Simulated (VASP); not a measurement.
# Sc3Ge5 (Im-3m) in VASP: single point with PBE

Aim: the single point of Sc3Ge5 with PBE.

All numbers are computed with VASP 6.6.1; they aren't measurements. Logs are shortened: lines on timing, memory, paths and dates and some standing lists are left out, and cuts for length are marked.

## 1. The cell of the first run

Symmetry: Im-3m, No. 229, cubic system. The conventional cell has a = 6.719 Å, b = 6.719 Å, c = 6.719 Å, α = 90.00°, β = 90.00°, γ = 90.00°. Within 3.8 Å of Sc (site symmetry 4/mmm) lie 10 Ge at 2.91 to 3.36 Å and 4 Sc at 3.36 Å. Ge (site symmetry m-3m) has 8 Ge at 2.91 Å and 6 Sc at 3.36 Å within 3.8 Å. Within 3.8 Å of Ge (site symmetry -3m) lie 6 Sc at 2.91 Å and 8 Ge at 2.91 to 3.36 Å.

## 2. Single point, PBE

Input file POSCAR:

```
Sc3Ge5
1.0
   -3.3597095303      3.3597095303      3.3597095303
    3.3597095303     -3.3597095303      3.3597095303
    3.3597095303      3.3597095303     -3.3597095303
Sc Ge
3 5
Direct
    0.0000000000      0.5000000000      0.5000000000
    0.5000000000      0.5000000000      0.0000000000
    0.5000000000      0.0000000000      0.5000000000
    0.0000000000      0.0000000000      0.0000000000
    0.0000000000      0.0000000000      0.5000000000
    0.0000000000      0.5000000000      0.0000000000
    0.5000000000      0.0000000000      0.0000000000
    0.5000000000      0.5000000000      0.5000000000
```

Input file INCAR.step1:

```
PREC = Accurate
ENCUT = 520
EDIFF = 1E-6
ISMEAR = 0
SIGMA = 0.1
LREAL = F
LASPH = T
NELM = 100
ALGO = Normal
ISIF = 2
LWAVE = F
LCHARG = T
LMAXMIX = 4
GGA = PE
NBANDS = 62
```

Input file KPOINTS.step1:

```
Automatic mesh
0
Gamma
  8 8 8
```

Input file INCAR.step2:

```
PREC = Accurate
ENCUT = 520
EDIFF = 1E-6
ISMEAR = -5
SIGMA = 0.1
LREAL = F
LASPH = T
NELM = 100
ALGO = Normal
ISIF = 2
LWAVE = F
LCHARG = F
LMAXMIX = 4
GGA = PE
LORBIT = 11
NEDOS = 2001
ICHARG = 11
```

Input file KPOINTS.step2:

```
Automatic mesh
0
Gamma
  12 12 12
```

Potentials or basis: VASP PAW PBE potentials, release 64 (Sc_sv, Ge_d).

Started as:

```console
> cat potpaw_PBE.64/Sc_sv/POTCAR potpaw_PBE.64/Ge_d/POTCAR > POTCAR
> cp INCAR.step1 INCAR
> cp KPOINTS.step1 KPOINTS
> mpirun -np 1 vasp_std > vasp.out
> cp INCAR.step2 INCAR
> cp KPOINTS.step2 KPOINTS
> mpirun -np 1 vasp_std > vasp.out
```

OUTCAR:

```text
PREC = Accurate
   ENCUT = 520
   EDIFF = 1E-6
   ISMEAR = -5
   LREAL = F
   LASPH = T
   NELM = 100
   ISIF = 2
   GGA = PE
   LORBIT = 11
   ICHARG = 11

 ion  position               nearest neighbor table
   1  0.000  0.500  0.500-   5 2.91   6 2.91   7 2.91   8 2.91   6 2.91   5 2.91   8 2.91   7 2.91
                             2 3.36   2 3.36   3 3.36   3 3.36
   2  0.500  0.500  0.000-   5 2.91   6 2.91   7 2.91   8 2.91   8 2.91   7 2.91   6 2.91   5 2.91
                             3 3.36   1 3.36   1 3.36   3 3.36
   3  0.500  0.000  0.500-   5 2.91   6 2.91   7 2.91   8 2.91   7 2.91   8 2.91   5 2.91   6 2.91
                             2 3.36   1 3.36   1 3.36   2 3.36
   4  0.000  0.000  0.000-   5 2.91   6 2.91   7 2.91   8 2.91   5 2.91   6 2.91   7 2.91   8 2.91

   5  0.000  0.000  0.500-   1 2.91   2 2.91   3 2.91   4 2.91   4 2.91   1 2.91   3 2.91   2 2.91

   6  0.000  0.500  0.000-   1 2.91   2 2.91   3 2.91   4 2.91   1 2.91   4 2.91   2 2.91   3 2.91

   7  0.500  0.000  0.000-   1 2.91   2 2.91   3 2.91   4 2.91   3 2.91   2 2.91   4 2.91   1 2.91

   8  0.500  0.500  0.500-   1 2.91   2 2.91   3 2.91   4 2.91   2 2.91   3 2.91   1 2.91   4 2.91

  LATTYP: Found a body centered cubic cell.
 ALAT       =     6.7194190606

  Lattice vectors:

 A1 = (  -3.3597095303,   3.3597095303,   3.3597095303)
 A2 = (   3.3597095303,  -3.3597095303,   3.3597095303)
 A3 = (   3.3597095303,   3.3597095303,  -3.3597095303)

Analysis of symmetry for initial positions (statically):
=====================================================================
 Subroutine PRICEL returns:
 Original cell was already a primitive cell.

 Routine SETGRP: Setting up the symmetry group for a
 body centered cubic supercell.

 Subroutine GETGRP returns: Found 48 space group operations
 (whereof 48 operations were pure point group operations)
 out of a pool of 48 trial point group operations.

The static configuration has the point symmetry O_h .

Analysis of symmetry for dynamics (positions and initial velocities):
=====================================================================
 Subroutine PRICEL returns:
 Original cell was already a primitive cell.

 Routine SETGRP: Setting up the symmetry group for a
 body centered cubic supercell.

 Subroutine GETGRP returns: Found 48 space group operations
 (whereof 48 operations were pure point group operations)
 out of a pool of 48 trial point group operations.

The dynamic configuration has the point symmetry O_h .

 Subroutine INISYM returns: Found 48 space group operations
 (whereof 48 operations are pure point group operations),
 and found     1 'primitive' translations

----------------------------------------------------------------------------------------

                                     Primitive cell

  volume of cell :     151.6929

  direct lattice vectors                    reciprocal lattice vectors
    -3.359709530  3.359709530  3.359709530     0.000000000  0.148822389  0.148822389
     3.359709530 -3.359709530  3.359709530     0.148822389  0.000000000  0.148822389
     3.359709530  3.359709530 -3.359709530     0.148822389  0.148822389  0.000000000

  length of vectors
     5.819187605  5.819187605  5.819187605     0.210466641  0.210466641  0.210466641

  position of ions in fractional coordinates (direct lattice)
     0.000000000  0.500000000  0.500000000
     0.500000000  0.500000000  0.000000000
     0.500000000  0.000000000  0.500000000
     0.000000000  0.000000000  0.000000000
     0.000000000  0.000000000  0.500000000
     0.000000000  0.500000000  0.000000000
     0.500000000  0.000000000  0.000000000
     0.500000000  0.500000000  0.500000000

  ion indices of the primitive-cell ions
   primitive index   ion index
                 1           1
                 2           2
                 3           3
                 4           4
                 5           5
                 6           6
                 7           7
                 8           8

----------------------------------------------------------------------------------------

 KPOINTS: Automatic mesh

Automatic generation of k-mesh.
 Grid dimensions read from file:
 generate k-points for:   12   12   12

 Generating k-lattice:

  Cartesian coordinates                     Fractional coordinates (reciprocal lattice)
     0.000000000  0.012401866  0.012401866     0.083333333  0.000000000  0.000000000
     0.012401866  0.000000000  0.012401866     0.000000000  0.083333333  0.000000000
     0.012401866  0.012401866  0.000000000     0.000000000  0.000000000  0.083333333

  Length of vectors
     0.017538887  0.017538887  0.017538887

  Shift w.r.t. Gamma in fractional coordinates (k-lattice)
     0.000000000  0.000000000  0.000000000

 TETIRR: Found   1910 inequivalent tetrahedra from    10368

 Subroutine IBZKPT returns following result:
 ===========================================

 Found     72 irreducible k-points:

 Following reciprocal coordinates:
            Coordinates               Weight
  0.000000  0.000000  0.000000      1.000000
  0.083333  0.000000  0.000000     12.000000
  0.166667  0.000000  0.000000     12.000000
  0.250000  0.000000  0.000000     12.000000
  0.333333  0.000000  0.000000     12.000000
  0.416667  0.000000  0.000000     12.000000
[... 16 lines left out ...]
  0.333333  0.083333  0.083333     24.000000
  0.416667  0.083333  0.083333     12.000000
 [... further k-points ...]
   k-points           NKPTS =     72   k-points in BZ     NKDIM =     72   number of bands    NBANDS=     61
   number of dos      NEDOS =   2001   number of ions     NIONS =      8
   total plane-waves  NPLWV = 110592
   dimension x,y,z NGX =    48 NGY =   48 NGZ =   48
   dimension x,y,z NGXF=    96 NGYF=   96 NGZF=   96
   ions per type =               3   5
   NGX,Y,Z   is equivalent  to a cutoff of  13.71, 13.71, 13.71 a.u.
   NGXF,Y,Z  is equivalent  to a cutoff of  27.43, 27.43, 27.43 a.u.
 SYSTEM =  unknown system
   PREC   = accura    normal or accurate (medium, high low for compatibility)
   ISTART =      0    job   : 0-new  1-cont  2-samecut
   ICHARG =     11    charge: 1-file 2-atom 10-const
   ISPIN  =      1    spin polarized calculation?
   LNONCOLLINEAR =      F non collinear calculations
   LSORBIT =      F    spin-orbit coupling
   LASPH  =      T    aspherical Exc in radial PAW
   ENCUT  =  520.0 eV  38.22 Ry    6.18 a.u.  10.82 10.82 10.82*2*pi/ulx,y,z
   NELM   =    100;   NELMIN=  2; NELMDL=  0     # of ELM steps
   EDIFF  = 0.1E-05   stopping-criterion for ELM
   LREAL  =      F    real-space projection
   EDIFFG = 0.1E-04   stopping-criterion for IOM
   NSW    =      0    number of steps for IOM
   IBRION =     -1    ionic relax: 0-MD 1-quasi-New 2-CG
   NFREE  =      0    steps in history (QN), initial steepest desc. (CG)
   ISIF   =      2    stress and relaxation
   ISYM   =      2    0-nonsym 1-usesym 2-fastsym
   POTIM  = 0.5000    time-step for ionic-motion
   TEBEG  =    0.0;   TEEND  =   0.0 temperature during run
   PSTRESS=    0.0 pullay stress
   NELECT =     103.0000    total number of electrons
   NUPDOWN=      -1.0000    fix difference up-down
   EMIN   =  10.00;   EMAX   =-10.00  energy-range for DOS
   EFERMI =   0.00;   METHOD = LEGACY
   ISMEAR =    -5;   SIGMA  =   0.10  broadening in eV -4-tet -1-fermi 0-gaus
   EFERMI_NEDOS =   21; number of points for ismear=-14 and -15
   IALGO  =     38    algorithm
   IMIX   =      4    mixing-type and parameters
     AMIX     =   0.40;   BMIX     =  1.00
     AMIX_MAG =   1.60;   BMIX_MAG =  1.00
  volume/ion in A,a.u.               =      18.96       127.96
  Fermi-wavevector in a.u.,A,eV,Ry     =   1.438905  2.719137 28.170157  2.070448
  Thomas-Fermi vector in A             =   2.557820
   LORBIT       =     11    0 simple, 1 ext, 2 COOP (PROOUT), +10 PAW based schemes
   GGA     = PE    functional components
   LHFCALC =     F    Hartree Fock is set to
   AEXX    =    0.0000 exact exchange contribution
   IVDW    =     0    specifies the selected vdW correction
   LEPSILON=     F    determine dielectric tensor
   LRPA    =     F    only Hartree local field effects (RPA)
 non-spin polarized calculation
 Fermi weights with tetrahedron method with Bloechl corrections
  energy-cutoff  :      520.00
  volume of cell :      151.69
 maximum number of plane-waves:      4124
 NGX is ok and might be reduce to    48

 number of electron     103.0000007 magnetization

 Free energy of the ion-electron system (eV)
  ---------------------------------------------------
  ext. energy  EPLUGINS =         0.00000000
  ---------------------------------------------------
  free energy    TOTEN  =       -44.77644524 eV

  energy without entropy =      -44.77644524  energy(sigma->0) =      -44.77644524

 E-fermi :   6.3772     XC(G=0): -11.1494

 val. band max:        6.3713766817   @ k =   0.5000   0.5000   0.4167
 cond. band min:       6.3214498526   @ k =  -0.4167  -0.4167   0.2500
 fundamental gap:     -0.0499268291
 Fermi energy:         6.3771837134

 k-point     1 :       0.0000    0.0000    0.0000
  band No.  band energies     occupation
      1     -43.3376      2.00000
      2     -43.3154      2.00000
      3     -43.3154      2.00000
      4     -22.0590      2.00000
      5     -22.0590      2.00000
      6     -22.0590      2.00000
[... 53 lines left out ...]
     60       8.4721      0.00000
     61       8.4730      0.00000

 k-point     2 :       0.0833    0.0000    0.0000
  band No.  band energies     occupation
      1     -43.3372      2.00000
      2     -43.3158      2.00000
      3     -43.3154      2.00000
      4     -22.0592      2.00000
      5     -22.0564      2.00000
      6     -22.0561      2.00000
[... 53 lines left out ...]
     60       8.4251      0.00000
     61       8.6032      0.00000

 k-point     3 :       0.1667    0.0000    0.0000
  band No.  band energies     occupation
      1     -43.3362      2.00000
      2     -43.3167      2.00000
      3     -43.3154      2.00000
      4     -22.0599      2.00000
      5     -22.0490      2.00000
      6     -22.0478      2.00000
[... 1333 lines left out ...]
     60       8.3957      0.00000
     61       8.6380      0.00000

 k-point    24 :       0.4167    0.0833    0.0833
  band No.  band energies     occupation
      1     -43.3291      2.00000
      2     -43.3228      2.00000
      3     -43.3165      2.00000
      4     -22.0513      2.00000
      5     -22.0148      2.00000
      6     -22.0077      2.00000
[... 53 lines left out ...]
     60       8.3994      0.00000
     61       8.6286      0.00000

 [... further k-points ...]

------------------------ aborting loop because EDIFF is reached ----------------------------------------

  FORCE on cell =-STRESS in cart. coord.  units (eV):
  Direction    XX          YY          ZZ          XY          YZ          ZX
  --------------------------------------------------------------------------------------
  -------------------------------------------------------------------------------------
  Total        0.0831218      0.0831218      0.0831218      0.0000000     -0.0000000      0.0000000
  in kB        0.8779308      0.8779308      0.8779308      0.0000000     -0.0000000      0.0000000
  external PRESSURE =       0.8779308 kB  Pullay stress =       0.0000000 kB

 VOLUME and BASIS-vectors are now :
 -----------------------------------------------------------------------------
  energy-cutoff  :      520.00
  volume of cell :      151.69
      direct lattice vectors                 reciprocal lattice vectors
    -3.359709530  3.359709530  3.359709530     0.000000000  0.148822389  0.148822389
     3.359709530 -3.359709530  3.359709530     0.148822389  0.000000000  0.148822389
     3.359709530  3.359709530 -3.359709530     0.148822389  0.148822389  0.000000000

 POSITION                                       TOTAL-FORCE (eV/Angst)
 -----------------------------------------------------------------------------------
      3.35971      0.00000      0.00000         0.000000     -0.000000      0.000000
      0.00000      0.00000      3.35971        -0.000000      0.000000      0.000000
      0.00000      3.35971      0.00000        -0.000000      0.000000     -0.000000
      0.00000      0.00000      0.00000        -0.000000      0.000000     -0.000000
      1.67985      1.67985     -1.67985        -0.000000      0.000000     -0.000000
      1.67985     -1.67985      1.67985        -0.000000      0.000000      0.000000
     -1.67985      1.67985      1.67985        -0.000000     -0.000000     -0.000000
      1.67985      1.67985      1.67985         0.000000     -0.000000     -0.000000
 -----------------------------------------------------------------------------------
    total drift:                                0.000000      0.000000     -0.000000

  FREE ENERGIE OF THE ION-ELECTRON SYSTEM (eV)
  ---------------------------------------------------
  free  energy   TOTEN  =       -44.7764452379 eV

  energy  without entropy=      -44.7764452379  energy(sigma->0) =      -44.77644524

 total charge

# of ion       s       p       d       tot
------------------------------------------
    1        2.188   6.119   1.112   9.419
    2        2.188   6.119   1.112   9.419
    3        2.188   6.119   1.112   9.419
    4        1.197   1.037  10.007  12.241
    5        1.208   1.098  10.007  12.313
    6        1.208   1.098  10.007  12.313
    7        1.208   1.098  10.007  12.313
    8        1.208   1.098  10.007  12.313
--------------------------------------------------
tot         12.591  23.788  53.372  89.750
```

Run time: 8.3 min. Hardware: 1 thread of Intel Xeon 6975P-C (Granite Rapids), shared host; peak memory 0.63 GiB.

What came out:

- Valence electrons inside the program's atomic spheres: Sc 9.42; Ge 12.24, 12.31 (each value once)

Caveat: tetrahedron occupations give inexact forces and stress in metals.
